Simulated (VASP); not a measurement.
Runs of VASP 6.6.1 on Fe. The structure is that of space group I4/mmm (No. 139), or close to it. The cells are those of the table. 

| task | cell | gap on the mesh (eV) | pressure (GPa) | moment (μB) |
| --- | --- | --- | --- | --- |
| single point | a = 2.735, b = 2.453, c = 2.404 Å, angles 68.5, 56.6, 54.9°, 1 atom | none | (c) | 2.14 |
| electric field gradients | a = 2.725, b = 2.438, c = 2.420 Å, angles 68.3, 56.2, 55.6°, 1 atom | none | 7.6 | 2.14 |
| electric field gradients | a = 2.753, b = 2.463, c = 2.444 Å, angles 68.3, 56.2, 55.6°, 1 atom | none | 1.5 | 2.21 |
| electric field gradients | a = 2.735, b = 2.453, c = 2.404 Å, angles 68.5, 56.6, 54.9°, 1 atom | none | (a) | 2.14 |
| single point | a = 2.805, b = 2.518, c = 2.453 Å, angles 68.7, 56.8, 54.6°, 1 atom | none | -5.5 | 2.29 |
| electric field gradients | a = 2.805, b = 2.518, c = 2.453 Å, angles 68.7, 56.8, 54.6°, 1 atom | none | -5.1 | 2.29 |
| electric field gradients | a = 2.744, b = 2.455, c = 2.436 Å, angles 68.3, 56.2, 55.6°, 1 atom | none | (b) | 2.19 |
| single point | a = 2.777, b = 2.487, c = 2.453 Å, angles 68.4, 56.4, 55.2°, 1 atom | none | -2.4 | 2.25 |

Alike in all rows: level PBE; potentials or basis VASP PAW PBE potentials, release 64 (Fe); spin collinear, ferromagnetic start; k mesh 16 × 16 × 16; cutoff (eV) 520; smearing fermi-dirac 0.05 eV.

Q: Estimate the missing entries.

A: (a) 7.4; (b) 3.4; (c) 7.5.

Caveats: the cell stands under pressure (at least some runs); the cell stands under tension (at least some runs).

A gap of «none» marks levels without a gap at the run's occupations.
